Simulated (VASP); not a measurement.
# MgCd2Te3 (P6/mmm) in VASP: notebook, part 2 of 2

VASP 6.6.1. Earlier steps stand in the parts before.

### Step 4. Relaxation of cell and atoms, PBE

The input, INCAR:

```
PREC     = Accurate       # precision mode
ENCUT    = 600            # plane-wave cutoff, eV
EDIFF    = 1E-7           # SCF threshold, eV
ISMEAR   = 0              # smearing method
SIGMA    = 0.1            # smearing width, eV
LREAL    = False          # projectors in reciprocal space
LASPH    = True           # aspherical terms in the spheres
NELM     = 60             # most SCF steps
ALGO     = Normal         # electronic algorithm
ISIF     = 3              # what is computed and relaxed
LWAVE    = False          # write WAVECAR
LCHARG   = False          # write CHGCAR
GGA      = PE             # functional
IBRION   = 2              # ionic algorithm
NSW      = 100            # ionic steps
EDIFFG   = -0.01          # ionic threshold
```

The input, KPOINTS:

```
Automatic mesh
0
Gamma
  6 6 8
```

The input, POSCAR:

```
MgCd2Te3
1.0
    6.3658089300      0.0000000000      0.0000000000
   -3.1829044600      5.5129522500      0.0000000000
    0.0000000000      0.0000000000      5.2453566900
Mg Cd Te
1 2 3
Direct
    0.0000000000      0.0000000000      0.0000000000
    0.3333333300      0.6666666700      0.0000000000
    0.6666666700      0.3333333300      0.0000000000
    0.5000000000      0.0000000000      0.5000000000
    0.0000000000      0.5000000000      0.5000000000
    0.5000000000      0.5000000000      0.5000000000
```

Potentials or basis: VASP PAW PBE potentials, release 64 (Mg, Cd, Te).

Command:

```
$ cat potpaw_PBE.64/Mg/POTCAR potpaw_PBE.64/Cd/POTCAR potpaw_PBE.64/Te/POTCAR > POTCAR
$ mpirun -np 1 vasp_std > vasp.out
```

OUTCAR:

```text
PREC = Accurate
   ENCUT = 600
   EDIFF = 1E-7
   ISMEAR = 0
   LREAL = False
   LASPH = True
   NELM = 60
   ISIF = 3
   GGA = PE
   IBRION = 2
   NSW = 100
   EDIFFG = -0.01

 ion  position               nearest neighbor table
   1  0.000  0.000  0.000-   2 3.68   3 3.68   2 3.68   3 3.68   3 3.68   2 3.68
   2  0.333  0.667  0.000-   4 3.20   4 3.20   5 3.20   5 3.20   6 3.20   6 3.20   1 3.68   3 3.68
                             3 3.68   1 3.68   1 3.68   3 3.68
   3  0.667  0.333  0.000-   4 3.20   4 3.20   5 3.20   5 3.20   6 3.20   6 3.20   1 3.68   2 3.68
                             2 3.68   1 3.68   1 3.68   2 3.68
   4  0.500  0.000  0.500-   6 3.18   6 3.18   5 3.18   5 3.18   2 3.20   3 3.20   2 3.20   3 3.20

   5  0.000  0.500  0.500-   6 3.18   6 3.18   4 3.18   4 3.18   2 3.20   3 3.20   2 3.20   3 3.20

   6  0.500  0.500  0.500-   4 3.18   4 3.18   5 3.18   5 3.18   2 3.20   3 3.20   2 3.20   3 3.20

  LATTYP: Found a hexagonal cell.
 ALAT       =     6.3658089300
 C/A-ratio  =     0.8239890244

  Lattice vectors:

 A1 = (   6.3658089300,   0.0000000000,   0.0000000000)
 A2 = (  -3.1829044600,   5.5129522500,   0.0000000000)
 A3 = (   0.0000000000,   0.0000000000,   5.2453566900)

[... 190 lines left out ...]
  --------------------------------------------------------------------------------------
  -------------------------------------------------------------------------------------
  Total        2.7275468      2.7275468     -0.2564803      0.0000000      0.0000000      0.0000000
  in kB       23.7394108     23.7394108     -2.2322962      0.0000000      0.0000000      0.0000000
  external PRESSURE =      15.0821752 kB  Pullay stress =       0.0000000 kB
[... 267 lines left out ...]
--------------------------------------- Ionic step        8  -------------------------------------------

 number of electron      43.9999998 magnetization

 Free energy of the ion-electron system (eV)
  ---------------------------------------------------
  ext. energy  EPLUGINS =         0.00000000
  ---------------------------------------------------
  free energy    TOTEN  =       -11.09112586 eV

  energy without entropy =      -11.07677436  energy(sigma->0) =      -11.08395011

 E-fermi :   3.7592     XC(G=0):  -8.9150

 val. band max:        3.7498460663   @ k =   0.3333   0.3333   0.2500
 cond. band min:       3.7688588766   @ k =   0.3333   0.3333   0.1250
 fundamental gap:      0.0190128102
 Fermi energy:         3.7591572558

 k-point     1 :       0.0000    0.0000    0.0000
  band No.  band energies     occupation
      1      -9.0266      2.00000
      2      -6.7796      2.00000
      3      -6.7796      2.00000
      4      -5.1893      2.00000
      5      -5.0929      2.00000
      6      -5.0929      2.00000
[... 685 lines left out ...]
     25       5.6451      0.00000
     26       5.7937      0.00000

 [... further k-points ...]

------------------------ aborting loop because EDIFF is reached ----------------------------------------

  FORCE on cell =-STRESS in cart. coord.  units (eV):
  Direction    XX          YY          ZZ          XY          YZ          ZX
  --------------------------------------------------------------------------------------
  -------------------------------------------------------------------------------------
  Total        0.0233664      0.0233664     -0.0183233      0.0000000      0.0000000      0.0000000
  in kB        0.1950334      0.1950334     -0.1529401      0.0000000      0.0000000      0.0000000
  external PRESSURE =       0.0790423 kB  Pullay stress =       0.0000000 kB
[... 21 lines left out ...]
  FREE ENERGIE OF THE ION-ELECTRON SYSTEM (eV)
  ---------------------------------------------------
  free  energy   TOTEN  =       -11.0911258578 eV

  energy  without entropy=      -11.0767743634  energy(sigma->0) =      -11.08395011

 reached required accuracy - stopping structural energy minimisation
```

It took 11 min on 1 thread of Intel Xeon 6975P-C (Granite Rapids), shared host; peak memory 0.51 GiB.

Results:

* Free energy: -11.0911 eV
* Relaxed volume: 31.99 Å³/atom
* Relaxed cell: a = 6.668 Å, b = 6.668 Å, c = 4.985 Å, α = 90.00°, β = 90.00°, γ = 120.00°
* Space group after relaxing (to 0.1 Å): P6/mmm (No. 191)
* Energy gained by relaxing: 23.5 meV/atom
* Ionic steps: 8
* Pressure after relaxing: 0.0 GPa
* Band gap on the k mesh: zero (bands 22 and 23 overlap by 1.66 eV)

The path:
```
step  energy change (eV)  largest force (eV/Å)  pressure (GPa)  volume (Å³)
   1              0.0000                0.0000            1.51       184.08
   2             -0.0765                0.0000           -0.11       191.85
   3             -0.0836                0.0000           -0.69       195.23
   4             -0.1221                0.0000           -0.48       194.04
   5             -0.1400                0.0000           -0.18       192.81
   6             -0.1412                0.0000           -0.06       192.38
   7             -0.1411                0.0000           -0.07       192.44
   8             -0.1412                0.0000            0.01       191.95
```

Final structure:
```
Mg Cd Te
1.0
     6.66810    0.00000    0.00000
    -3.33405    5.77475    0.00000
     0.00000    0.00000    4.98491
Mg Cd Te
1 2 3
Cartesian
  3.3341 5.7747 0.0000
  0.0000 3.8498 0.0000
  3.3341 1.9249 0.0000
  0.0000 5.7747 2.4925
  5.0011 2.8874 2.4925
  1.6670 2.8874 2.4925
```

Caveat: spin-orbit coupling is left out, which moves the levels of the heavy elements.

### Step 5. Summary

```csv
task,cell,k mesh,cutoff (eV),gap on the mesh (eV),pressure (GPa)
single point,"a = 6.366, b = 6.366, c = 5.245 Å, angles 90.0, 90.0, 120.0°, 6 atoms",3 × 3 × 4,520,none,2.4
single point,"a = 6.680, b = 6.680, c = 4.971 Å, angles 90.0, 90.0, 120.0°, 6 atoms",6 × 6 × 8,520,none,0.0
relaxation of cell and atoms,"relaxed from a = 6.366, b = 6.366, c = 5.245 Å, angles 90.0, 90.0, 120.0°, 6 atoms",6 × 6 × 8,600,none,0.0
```

Alike in all rows: level PBE; potentials or basis VASP PAW PBE potentials, release 64 (Mg, Cd, Te); no spin polarisation; smearing gaussian 0.1 eV.

Caveats: some runs use coarse meshes; spin-orbit coupling is left out, which moves the levels of the heavy elements.

Absolute energies hang on the potentials; compare differences alone.
